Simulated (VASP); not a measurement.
A run of VASP 6.6.1 is set up as follows.

The input INCAR:

```
PREC = Accurate
ENCUT = 520
EDIFF = 1E-6
ISMEAR = -1
SIGMA = 0.01
LREAL = False
LASPH = True
NELM = 60
ALGO = Normal
ISIF = 2
LWAVE = False
LCHARG = False
GGA = PE
NBANDS = 26
```

Contents of KPOINTS:

```
Automatic mesh
0
Gamma
  7 7 4
```

The input POSCAR:

```
CdS
1.0
    4.1347992034     -0.0413479920     -0.0413479920
   -2.1032080132      3.6015151457     -0.0151344155
   -0.0674900000     -0.0674900000      6.7490000000
Cd S
2 2
Direct
    0.3333333333      0.6666666667      0.0000000000
    0.6666666667      0.3333333333      0.5000000000
    0.3333333333      0.6666666667      0.3850000000
    0.6666666667      0.3333333333      0.8850000000
```

Potentials or basis: VASP PAW PBE potentials, release 64 (Cd, S).

Launch:

```bash
$ cat potpaw_PBE.64/Cd/POTCAR potpaw_PBE.64/S/POTCAR > POTCAR
$ mpirun -np 1 vasp_std > vasp.out
```

**Question.** What does it give for the band gap on the k mesh?

**Answer.** 1.18 eV.

**Question.** Estimate the pressure.

**Answer.** 2.9 GPa.

**Question.** Predict the largest force.

**Answer.** 0.392 eV/Å.

Forces on the atoms (eV/Å):
```
Cd   0.234  0.097  0.276
Cd  -0.047  0.089  0.270
S    0.072 -0.089 -0.268
S   -0.259 -0.097 -0.278
```

Caveat: the cell differs from its parent crystal (equal xy, yz and zx shear strains of -2 %).
